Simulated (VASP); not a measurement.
Crystal: SiO2.

```
Si O
1.0
     4.98200    0.00000    0.00000
     0.00000    4.98200    0.00000
     0.00000    0.00000    6.96300
Si O
4 8
Direct
  0.29897 0.29897 0.00000
  0.20103 0.79897 0.25000
  0.70103 0.70103 0.50000
  0.79897 0.20103 0.75000
  0.23989 0.10347 0.17813
  0.39653 0.73989 0.42813
  0.76011 0.89653 0.67813
  0.60347 0.26011 0.92813
  0.73989 0.39653 0.57187
  0.89653 0.76011 0.32187
  0.26011 0.60347 0.07187
  0.10347 0.23989 0.82187
```

| Item | Value |
| --- | --- |
| Program | VASP 6.6.1 |
| Task | relaxation of the atoms |
| Functional | PBE |
| Potentials or basis | VASP PAW PBE potentials, release 64 (Si, O) |
| Cutoff | 520 eV |
| k mesh | 6 × 6 × 4 |
| Occupations | gaussian, width 0.02 eV |
| Spin | no spin polarisation |

At the start: pressure 6.4 GPa; volume 14.40 Å³/atom.

**Question.** Where does the relaxation end?

**Answer.** Over 19 steps the energy falls by 8.2 meV/atom; space group P4_12_12 (No. 92, to 0.1 Å) before and after.

The path:
| step | energy change (eV) | largest force (eV/Å) | pressure (GPa) |
| --- | --- | --- | --- |
| 1 | 0.0000 | 0.4054 | 6.43 |
| 2 | -0.0259 | 0.5928 | 5.05 |
| 3 | -0.0275 | 0.4868 | 5.29 |
| 4 | -0.0491 | 0.3877 | 4.55 |
| 5 | -0.0779 | 0.1652 | 2.34 |
| 6 | -0.0815 | 0.1792 | 2.30 |
| 7 | -0.0890 | 0.2207 | 2.19 |
| 8 | -0.0890 | 0.3152 | 1.96 |
| 9 | -0.0915 | 0.2606 | 2.07 |
| 10 | -0.0937 | 0.1889 | 2.02 |
| 11 | -0.0966 | 0.0631 | 1.87 |
| 12 | -0.0969 | 0.0601 | 1.83 |
| 13 | -0.0975 | 0.0494 | 1.70 |
| 14 | -0.0985 | 0.0291 | 1.47 |
| 15 | -0.0988 | 0.0302 | 0.98 |
| 16 | -0.0989 | 0.0198 | 1.15 |
| 17 | -0.0989 | 0.0306 | 1.14 |
| 18 | -0.0989 | 0.0131 | 1.15 |
| 19 | -0.0990 | 0.0096 | 1.15 |

Final structure:
```cif
data_structure
_symmetry_space_group_name_H-M 'P 1'
_symmetry_Int_Tables_number 1
_cell_length_a 4.9820
_cell_length_b 4.9820
_cell_length_c 6.9630
_cell_angle_alpha 90.000
_cell_angle_beta 90.000
_cell_angle_gamma 90.000
_cell_volume 172.82
loop_
_atom_site_label
_atom_site_type_symbol
_atom_site_fract_x
_atom_site_fract_y
_atom_site_fract_z
_atom_site_occupancy
Si1 Si 0.30415 0.30415 0.00000 1
Si2 Si 0.19585 0.80415 0.25000 1
Si3 Si 0.69585 0.69585 0.50000 1
Si4 Si 0.80415 0.19585 0.75000 1
O1 O 0.23736 0.11413 0.18372 1
O2 O 0.38587 0.73736 0.43372 1
O3 O 0.76264 0.88587 0.68372 1
O4 O 0.61413 0.26264 0.93372 1
O5 O 0.73736 0.38587 0.56628 1
O6 O 0.88587 0.76264 0.31628 1
O7 O 0.26264 0.61413 0.06628 1
O8 O 0.11413 0.23736 0.81628 1
```
